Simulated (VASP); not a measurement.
# Ti3CuBr (Pm-3m) in VASP: a series of runs

The runs below take Ti3CuBr through relaxation of cell and atoms, with PBE.

Everything below comes from runs of VASP 6.6.1. Logs are shortened: lines on timing, memory, paths and dates and some standing lists are left out, and cuts for length are marked.

### Step 1. The cell of the first run

It takes space group Pm-3m (No. 221, cubic). The conventional cell has a = 4.693 Å, b = 4.693 Å, c = 4.693 Å, α = 90.00°, β = 90.00°, γ = 90.00°. Within 3.1 Å of Ti (site symmetry 4/mmm) lie 2 Cu at 2.35 Å. Cu (site symmetry m-3m) has 6 Ti at 2.35 Å within 3.1 Å. Br (site symmetry m-3m) has 12 Ti at 3.32 Å and 8 Cu at 4.06 Å within 4.4 Å.

The cell was generated, and may not be a known phase.

### Step 2. Relaxation of cell and atoms, PBE

File INCAR:

```
SYSTEM = Ti3CuBr
PREC = Accurate
ENCUT = 600
EDIFF = 1E-6
ISMEAR = 0
SIGMA = 0.1
LREAL = .FALSE.
LASPH = .TRUE.
NELM = 80
ALGO = Normal
ISIF = 3
LWAVE = .FALSE.
LCHARG = .FALSE.
GGA = PE
IBRION = 2
NSW = 100
EDIFFG = -0.01
```

File KPOINTS:

```
regular mesh
0
G
  8 8 8
  0 0 0
```

File POSCAR:

```
Ti3CuBr
1.0
    4.6931464865      0.0000000000      0.0000000000
    0.0000000000      4.6931464865      0.0000000000
    0.0000000000      0.0000000000      4.6931464865
Ti Cu Br
3 1 1
Direct
    0.0000000000      0.5000000000      0.5000000000
    0.5000000000      0.5000000000      0.0000000000
    0.5000000000      0.0000000000      0.5000000000
    0.5000000000      0.5000000000      0.5000000000
    0.0000000000      0.0000000000      0.0000000000
```

Potentials or basis: VASP PAW PBE potentials, release 64 (Ti_sv, Cu, Br).

Launch:

```sh
> cat potpaw_PBE.64/Ti_sv/POTCAR potpaw_PBE.64/Cu/POTCAR potpaw_PBE.64/Br/POTCAR > POTCAR
> mpirun -np 1 vasp_std > vasp.out
```

OUTCAR:

```text
SYSTEM = Ti3CuBr
   PREC = Accurate
   ENCUT = 600
   EDIFF = 1E-6
   ISMEAR = 0
   LREAL = .FALSE.
   LASPH = .TRUE.
   NELM = 80
   ISIF = 3
   GGA = PE
   IBRION = 2
   NSW = 100
   EDIFFG = -0.01

 ion  position               nearest neighbor table
   1  0.000  0.500  0.500-   4 2.35   4 2.35
   2  0.500  0.500  0.000-   4 2.35   4 2.35
   3  0.500  0.000  0.500-   4 2.35   4 2.35
   4  0.500  0.500  0.500-   1 2.35   2 2.35   3 2.35   2 2.35   3 2.35   1 2.35
   5  0.000  0.000  0.000-

  LATTYP: Found a simple cubic cell.
 ALAT       =     4.6931464865

  Lattice vectors:

 A1 = (   4.6931464865,   0.0000000000,   0.0000000000)
 A2 = (   0.0000000000,   4.6931464865,   0.0000000000)
 A3 = (   0.0000000000,   0.0000000000,   4.6931464865)

Analysis of symmetry for initial positions (statically):
=====================================================================
 Subroutine PRICEL returns:
 Original cell was already a primitive cell.

 Routine SETGRP: Setting up the symmetry group for a
 simple cubic supercell.

 Subroutine GETGRP returns: Found 48 space group operations
 (whereof 48 operations were pure point group operations)
 out of a pool of 48 trial point group operations.

The static configuration has the point symmetry O_h .

Analysis of symmetry for dynamics (positions and initial velocities):
=====================================================================
 Subroutine PRICEL returns:
 Original cell was already a primitive cell.

 Routine SETGRP: Setting up the symmetry group for a
 simple cubic supercell.

 Subroutine GETGRP returns: Found 48 space group operations
 (whereof 48 operations were pure point group operations)
 out of a pool of 48 trial point group operations.

The dynamic configuration has the point symmetry O_h .

 Subroutine INISYM returns: Found 48 space group operations
 (whereof 48 operations are pure point group operations),
 and found     1 'primitive' translations

----------------------------------------------------------------------------------------

                                     Primitive cell

  volume of cell :     103.3695

  direct lattice vectors                    reciprocal lattice vectors
     4.693146486  0.000000000  0.000000000     0.213076665  0.000000000  0.000000000
     0.000000000  4.693146486  0.000000000     0.000000000  0.213076665  0.000000000
     0.000000000  0.000000000  4.693146486     0.000000000  0.000000000  0.213076665

  length of vectors
     4.693146486  4.693146486  4.693146486     0.213076665  0.213076665  0.213076665

  position of ions in fractional coordinates (direct lattice)
     0.000000000  0.500000000  0.500000000
     0.500000000  0.500000000  0.000000000
     0.500000000  0.000000000  0.500000000
     0.500000000  0.500000000  0.500000000
     0.000000000  0.000000000  0.000000000

  ion indices of the primitive-cell ions
   primitive index   ion index
                 1           1
                 2           2
                 3           3
                 4           4
                 5           5

----------------------------------------------------------------------------------------

 KPOINTS: regular mesh

Automatic generation of k-mesh.
 Grid dimensions read from file:
 generate k-points for:    8    8    8

 Generating k-lattice:

  Cartesian coordinates                     Fractional coordinates (reciprocal lattice)
     0.026634583  0.000000000  0.000000000     0.125000000  0.000000000  0.000000000
     0.000000000  0.026634583  0.000000000     0.000000000  0.125000000  0.000000000
     0.000000000  0.000000000  0.026634583     0.000000000  0.000000000  0.125000000

  Length of vectors
     0.026634583  0.026634583  0.026634583

  Shift w.r.t. Gamma in fractional coordinates (k-lattice)
     0.000000000  0.000000000  0.000000000

 Subroutine IBZKPT returns following result:
 ===========================================

 Found     35 irreducible k-points:

 Following reciprocal coordinates:
            Coordinates               Weight
  0.000000  0.000000  0.000000      1.000000
  0.125000  0.000000  0.000000      6.000000
  0.250000  0.000000  0.000000      6.000000
  0.375000  0.000000  0.000000      6.000000
  0.500000  0.000000  0.000000      3.000000
  0.125000  0.125000  0.000000     12.000000
[... 16 lines left out ...]
  0.375000  0.375000  0.125000     24.000000
  0.500000  0.375000  0.125000     24.000000
 [... further k-points ...]
   k-points           NKPTS =     35   k-points in BZ     NKDIM =     35   number of bands    NBANDS=     32
   number of dos      NEDOS =    301   number of ions     NIONS =      5
   total plane-waves  NPLWV =  64000
   dimension x,y,z NGX =    40 NGY =   40 NGZ =   40
   dimension x,y,z NGXF=    80 NGYF=   80 NGZF=   80
   ions per type =               3   1   1
   NGX,Y,Z   is equivalent  to a cutoff of  14.17, 14.17, 14.17 a.u.
   NGXF,Y,Z  is equivalent  to a cutoff of  28.34, 28.34, 28.34 a.u.
 SYSTEM =  Ti3CuBr
   PREC   = accura    normal or accurate (medium, high low for compatibility)
   ISTART =      0    job   : 0-new  1-cont  2-samecut
   ICHARG =      2    charge: 1-file 2-atom 10-const
   ISPIN  =      1    spin polarized calculation?
   LNONCOLLINEAR =      F non collinear calculations
   LSORBIT =      F    spin-orbit coupling
   LASPH  =      T    aspherical Exc in radial PAW
   ENCUT  =  600.0 eV  44.10 Ry    6.64 a.u.   9.37  9.37  9.37*2*pi/ulx,y,z
   NELM   =     80;   NELMIN=  2; NELMDL= -5     # of ELM steps
   EDIFF  = 0.1E-05   stopping-criterion for ELM
   LREAL  =      F    real-space projection
   EDIFFG = -.1E-01   stopping-criterion for IOM
   NSW    =    100    number of steps for IOM
   IBRION =      2    ionic relax: 0-MD 1-quasi-New 2-CG
   NFREE  =      1    steps in history (QN), initial steepest desc. (CG)
   ISIF   =      3    stress and relaxation
   ISYM   =      2    0-nonsym 1-usesym 2-fastsym
   POTIM  = 0.5000    time-step for ionic-motion
   TEBEG  =    0.0;   TEEND  =   0.0 temperature during run
   PSTRESS=    0.0 pullay stress
   NELECT =      54.0000    total number of electrons
   NUPDOWN=      -1.0000    fix difference up-down
   EMIN   =  10.00;   EMAX   =-10.00  energy-range for DOS
   EFERMI =   0.00;   METHOD = LEGACY
   ISMEAR =     0;   SIGMA  =   0.10  broadening in eV -4-tet -1-fermi 0-gaus
   EFERMI_NEDOS =   21; number of points for ismear=-14 and -15
   IALGO  =     38    algorithm
   IMIX   =      4    mixing-type and parameters
     AMIX     =   0.40;   BMIX     =  1.00
     AMIX_MAG =   1.60;   BMIX_MAG =  1.00
  volume/ion in A,a.u.               =      20.67       139.51
  Fermi-wavevector in a.u.,A,eV,Ry     =   1.318485  2.491576 23.652417  1.738404
  Thomas-Fermi vector in A             =   2.448452
   LORBIT       =      0    0 simple, 1 ext, 2 COOP (PROOUT), +10 PAW based schemes
   GGA     = PE    functional components
   LHFCALC =     F    Hartree Fock is set to
   AEXX    =    0.0000 exact exchange contribution
   IVDW    =     0    specifies the selected vdW correction
   LEPSILON=     F    determine dielectric tensor
   LRPA    =     F    only Hartree local field effects (RPA)
 conjugate gradient relaxation of ions
 non-spin polarized calculation
 Gauss-broadening in eV      SIGMA  =   0.10
  energy-cutoff  :      600.00
  volume of cell :      103.37
 maximum number of plane-waves:      3478
 NGX is ok and might be reduce to    40
   NGX = 19   NGY = 19   NGZ = 19

--------------------------------------- Ionic step        1  -------------------------------------------

 number of electron      53.9999986 magnetization

 Free energy of the ion-electron system (eV)
  ---------------------------------------------------
  ext. energy  EPLUGINS =         0.00000000
  ---------------------------------------------------
  free energy    TOTEN  =       -25.59706400 eV

  energy without entropy =      -25.53770241  energy(sigma->0) =      -25.56738320

------------------------ aborting loop because EDIFF is reached ----------------------------------------

  FORCE on cell =-STRESS in cart. coord.  units (eV):
  Direction    XX          YY          ZZ          XY          YZ          ZX
  --------------------------------------------------------------------------------------
  -------------------------------------------------------------------------------------
  Total        0.0932768      0.0932768      0.0932768      0.0000000     -0.0000000      0.0000000
  in kB        1.4457462      1.4457462      1.4457462      0.0000000     -0.0000000      0.0000000
  external PRESSURE =       1.4457462 kB  Pullay stress =       0.0000000 kB

 VOLUME and BASIS-vectors are now :
 -----------------------------------------------------------------------------
  energy-cutoff  :      600.00
  volume of cell :      103.37
      direct lattice vectors                 reciprocal lattice vectors
     4.693146486  0.000000000  0.000000000     0.213076665  0.000000000  0.000000000
     0.000000000  4.693146486  0.000000000     0.000000000  0.213076665  0.000000000
     0.000000000  0.000000000  4.693146486     0.000000000  0.000000000  0.213076665

 POSITION                                       TOTAL-FORCE (eV/Angst)
 -----------------------------------------------------------------------------------
      0.00000      2.34657      2.34657         0.000000      0.000000      0.000000
      2.34657      2.34657      0.00000         0.000000      0.000000      0.000000
      2.34657      0.00000      2.34657         0.000000      0.000000      0.000000
      2.34657      2.34657      2.34657         0.000000      0.000000      0.000000
      0.00000      0.00000      0.00000         0.000000      0.000000      0.000000
 -----------------------------------------------------------------------------------
    total drift:                               -0.000000      0.000000     -0.000000

  FREE ENERGIE OF THE ION-ELECTRON SYSTEM (eV)
  ---------------------------------------------------
  free  energy   TOTEN  =       -25.5970639963 eV

  energy  without entropy=      -25.5377024107  energy(sigma->0) =      -25.56738320

--------------------------------------- Ionic step        2  -------------------------------------------

 number of electron      53.9999984 magnetization

 Free energy of the ion-electron system (eV)
  ---------------------------------------------------
  ext. energy  EPLUGINS =         0.00000000
  ---------------------------------------------------
  free energy    TOTEN  =       -25.59711803 eV

  energy without entropy =      -25.53756181  energy(sigma->0) =      -25.56733992

 E-fermi :   6.2455     XC(G=0): -10.3262

 val. band max:        6.2418179647   @ k =   0.5000   0.0000   0.0000
 cond. band min:       6.2505345564   @ k =   0.5000   0.1250   0.1250
 fundamental gap:      0.0087165917
 Fermi energy:         6.2454592547

 k-point     1 :       0.0000    0.0000    0.0000
  band No.  band energies     occupation
      1     -51.2242      2.00000
      2     -51.2013      2.00000
      3     -51.2013      2.00000
      4     -27.5323      2.00000
      5     -27.5323      2.00000
      6     -27.5323      2.00000
[... 24 lines left out ...]
     31       7.1563      0.00000
     32       8.0462      0.00000

 k-point     2 :       0.1250    0.0000    0.0000
  band No.  band energies     occupation
      1     -51.2234      2.00000
      2     -51.2020      2.00000
      3     -51.2013      2.00000
      4     -27.5298      2.00000
      5     -27.5298      2.00000
      6     -27.5291      2.00000
[... 24 lines left out ...]
     31       7.1920      0.00000
     32       7.6230      0.00000
[... 733 lines left out ...]
     31       6.9393      0.00000
     32       7.2055      0.00000

 k-point    24 :       0.5000    0.3750    0.1250
  band No.  band energies     occupation
      1     -51.2112      2.00000
      2     -51.2080      2.00000
      3     -51.2057      2.00000
      4     -27.5380      2.00000
      5     -27.5154      2.00000
      6     -27.5093      2.00000
[... 24 lines left out ...]
     31       6.8979      0.00000
     32       7.0888      0.00000

 [... further k-points ...]

------------------------ aborting loop because EDIFF is reached ----------------------------------------

  FORCE on cell =-STRESS in cart. coord.  units (eV):
  Direction    XX          YY          ZZ          XY          YZ          ZX
  --------------------------------------------------------------------------------------
  -------------------------------------------------------------------------------------
  Total       -0.0363551     -0.0363551     -0.0363551      0.0000000      0.0000000      0.0000000
  in kB       -0.5619675     -0.5619675     -0.5619675      0.0000000      0.0000000      0.0000000
  external PRESSURE =      -0.5619675 kB  Pullay stress =       0.0000000 kB

 VOLUME and BASIS-vectors are now :
 -----------------------------------------------------------------------------
  energy-cutoff  :      600.00
  volume of cell :      103.65
      direct lattice vectors                 reciprocal lattice vectors
     4.697370245  0.000000000  0.000000000     0.212885071 -0.000000000  0.000000000
     0.000000000  4.697370245  0.000000000    -0.000000000  0.212885071  0.000000000
    -0.000000000 -0.000000000  4.697370245    -0.000000000 -0.000000000  0.212885071

 POSITION                                       TOTAL-FORCE (eV/Angst)
 -----------------------------------------------------------------------------------
      0.00000      2.34869      2.34869        -0.000000      0.000000      0.000000
      2.34869      2.34869      0.00000        -0.000000     -0.000000      0.000000
      2.34869      0.00000      2.34869         0.000000      0.000000      0.000000
      2.34869      2.34869      2.34869         0.000000      0.000000      0.000000
      0.00000      0.00000      0.00000        -0.000000     -0.000000      0.000000
 -----------------------------------------------------------------------------------
    total drift:                               -0.000000      0.000000     -0.000000

  FREE ENERGIE OF THE ION-ELECTRON SYSTEM (eV)
  ---------------------------------------------------
  free  energy   TOTEN  =       -25.5971180300 eV

  energy  without entropy=      -25.5375618134  energy(sigma->0) =      -25.56733992

 reached required accuracy - stopping structural energy minimisation
```

Wall time 2.8 min (1 thread of Intel Xeon 6975P-C (Granite Rapids), shared host); peak memory 0.35 GiB.

Results:

```yaml
Free_energy: -25.5971 eV
Relaxed_volume: 20.73 Å³/atom
Relaxed_cell: a = 4.697 Å, b = 4.697 Å, c = 4.697 Å, α = 90.00°, β = 90.00°, γ = 90.00°
Space_group_after_relaxing_to_0.1_Å: Pm-3m (No. 221)
Energy_gained_by_relaxing: 0.0 meV/atom
Ionic_steps: 2
Pressure_after_relaxing: -0.1 GPa
Band_gap_on_the_k_mesh: zero (bands 27 and 28 overlap by 0.64 eV)
```

Final structure:
```
Ti Cu Br
1.0
     4.69737    0.00000    0.00000
     0.00000    4.69737    0.00000
     0.00000    0.00000    4.69737
Ti Cu Br
3 1 1
Direct
  0.00000 0.50000 0.50000
  0.50000 0.50000 0.00000
  0.50000 0.00000 0.50000
  0.50000 0.50000 0.50000
  0.00000 0.00000 0.00000
```

Levels at points of the mesh, in eV from the Fermi level:
| k point | band 25 | band 26 | band 27 | band 28 | band 29 | band 30 |
| --- | --- | --- | --- | --- | --- | --- |
| (0.00, 0.00, 0.00) | -1.30 | -0.27 | -0.27 | -0.27 | 0.91 | 0.91 |
| (0.50, 0.00, 0.00) | -0.73 | -0.46 | -0.01 | 0.00 | 0.07 | 0.45 |
| (0.50, 0.50, 0.00) | -1.24 | 0.28 | 0.28 | 0.43 | 0.49 | 0.49 |
| (0.50, 0.50, 0.50) | -2.77 | -0.25 | 0.12 | 0.12 | 0.12 | 0.38 |

### Step 3. Relaxation of cell and atoms, PBE, collinear spin

This run uses another cell than the first one, of 17.13 Å³/atom.

File INCAR:

```
PREC = Accurate
ENCUT = 600
EDIFF = 1E-6
ISMEAR = 0
SIGMA = 0.1
LREAL = False
LASPH = True
NELM = 150
ALGO = Normal
ISIF = 3
LWAVE = False
LCHARG = False
ISPIN = 2
MAGMOM = 1 1 1 1 0
LORBIT = 11
LMAXMIX = 4
GGA = PE
IBRION = 2
NSW = 90
EDIFFG = -0.04
```

File KPOINTS:

```
Automatic mesh
0
Gamma
  4 4 4
```

POSCAR, as its differences from that of step 2:

```diff
@@ -2,5 +2,5 @@
 1.0
-    4.6931464865      0.0000000000      0.0000000000
-    0.0000000000      4.6931464865      0.0000000000
-    0.0000000000      0.0000000000      4.6931464865
+    4.4080280700      0.0000000000      0.0000000000
+    0.0000000000      4.4080280700      0.0000000000
+    0.0000000000      0.0000000000      4.4080280700
 Ti Cu Br
```

Potentials or basis: VASP PAW PBE potentials, release 64 (Ti_sv, Cu, Br).

Launch:

```sh
> cat potpaw_PBE.64/Ti_sv/POTCAR potpaw_PBE.64/Cu/POTCAR potpaw_PBE.64/Br/POTCAR > POTCAR
> mpirun -np 1 vasp_std > vasp.out
```

It took 3 min on 1 thread of Intel Xeon 6975P-C (Granite Rapids), shared host; peak memory 0.27 GiB.

Results (log left out):

| Quantity | Value |
| --- | --- |
| Free energy | -25.5823 eV |
| Relaxed volume | 20.76 Å³/atom |
| Relaxed cell | a = 4.699 Å, b = 4.699 Å, c = 4.699 Å, α = 90.00°, β = 90.00°, γ = 90.00° |
| Space group after relaxing (to 0.1 Å) | Pm-3m (No. 221) |
| Energy gained by relaxing | 196.5 meV/atom |
| Ionic steps | 3 |
| Pressure after relaxing | 0.1 GPa |
| Band gap on the k mesh | zero (filled and empty bands overlap) |
| Net moment | 0.00 μB per cell |
| Valence electrons inside the program's atomic spheres | Ti 10.14; Cu 10.39; Br 4.74 |

Step by step:
```
step  energy change (eV)  largest force (eV/Å)  pressure (GPa)  volume (Å³)
   1              0.0000                0.0000           20.40        85.65
   2             -0.7370                0.0000           -6.06       115.63
   3             -0.9824                0.0000            0.09       103.79
```

Final structure:
```
CELL_PARAMETERS angstrom
4.69947 0.00000 0.00000
0.00000 4.69947 0.00000
0.00000 0.00000 4.69947
ATOMIC_POSITIONS crystal
Ti 0.00000 0.50000 0.50000
Ti 0.50000 0.50000 0.00000
Ti 0.50000 0.00000 0.50000
Cu 0.50000 0.50000 0.50000
Br 0.00000 0.00000 0.00000
```

Levels at points of the mesh, in eV from the Fermi level:
Spin up:
```tsv
k point	band 24	band 25	band 26	band 27	band 28	band 29	band 30	band 31
(0.00, 0.00, 0.00)	-1.28	-1.28	-0.26	-0.26	-0.26	0.92	0.92	0.92
(0.50, 0.00, 0.00)	-0.72	-0.72	-0.45	0.00	0.01	0.07	0.46	0.73
(0.50, 0.50, 0.00)	-1.52	-1.23	0.29	0.29	0.44	0.50	0.50	0.69
(0.50, 0.50, 0.50)	-2.75	-2.75	-0.23	0.12	0.12	0.12	0.38	0.38
```
Spin down:
```
           k point  band 23  band 24  band 25  band 26  band 27  band 28  band 29  band 30  band 31  band 32
(0.00, 0.00, 0.00)    -1.32    -1.28    -1.28    -0.26    -0.26    -0.26     0.92     0.92     0.92     1.80
(0.50, 0.00, 0.00)    -2.05    -0.72    -0.72    -0.45     0.00     0.01     0.07     0.46     0.73     0.73
(0.50, 0.50, 0.00)    -1.52    -1.52    -1.23     0.29     0.29     0.44     0.50     0.50     0.69     0.75
(0.50, 0.50, 0.50)    -2.75    -2.75    -2.75    -0.23     0.12     0.12     0.12     0.38     0.38     0.38
```

Caveat: the volume moved by over 15 % at a fixed basis, so the end points are rough.
